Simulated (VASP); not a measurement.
## WSe2: single point with PBE+D3(BJ)

System: WSe2, a slab with vacuum.

```xyz
3
Lattice="3.2854 0.0000 0.0000 -1.6427 2.8452 0.0000 0.0000 0.0000 20.3463" Properties=species:S:1:pos:R:3 pbc="T T T"
Se    0.0000    1.8968    8.4882
Se    0.0000    1.8968   11.8581
W     1.6427    0.9484   10.1731
```

| Property | Result |
| --- | --- |
| Program | VASP 6.6.1 |
| Task | single point |
| Functional | PBE |
| Dispersion | D3(BJ) |
| Potentials or basis | VASP PAW PBE potentials, release 64 (Se, W_sv) |
| Cutoff | 520 eV |
| k mesh | 12 × 12 × 1 |
| Occupations | gaussian, width 0.05 eV |
| Spin | no spin polarisation |
| Dipole correction | yes |
| Further INCAR settings | ALGO = Normal; EDIFF = 1e-06; NBANDS = 20 |

The largest force is 0.044 eV/Å. The band gap on the k mesh is 1.65 eV (least direct gap 1.67 eV). The dispersion energy per atom is -0.338 eV.

Forces in eV/Å, atoms in the order of the input:
```
Se   0.000  0.000 -0.044
Se   0.000  0.000  0.044
W    0.000  0.000  0.000
```

Levels at points of the mesh, in eV from the valence-band top:
```tsv
k point	band 9	band 10	band 11	band 12	band 13	band 14	band 15	band 16	band 17	band 18
(0.00, 0.00, 0.00)	-2.30	-2.26	-1.17	-1.17	-0.42	2.99	2.99	3.15	3.15	4.26
(0.50, 0.00, 0.00)	-4.20	-2.96	-2.21	-1.02	-0.87	2.48	2.80	3.71	4.41	4.42
```

It took 87 s on 1 thread of Intel(R) Xeon(R) Platinum 8488C (Sapphire Rapids), with other jobs on the host, peak memory 0.32 GiB.

Caveat: spin-orbit coupling is left out, which moves the levels of the heavy elements.
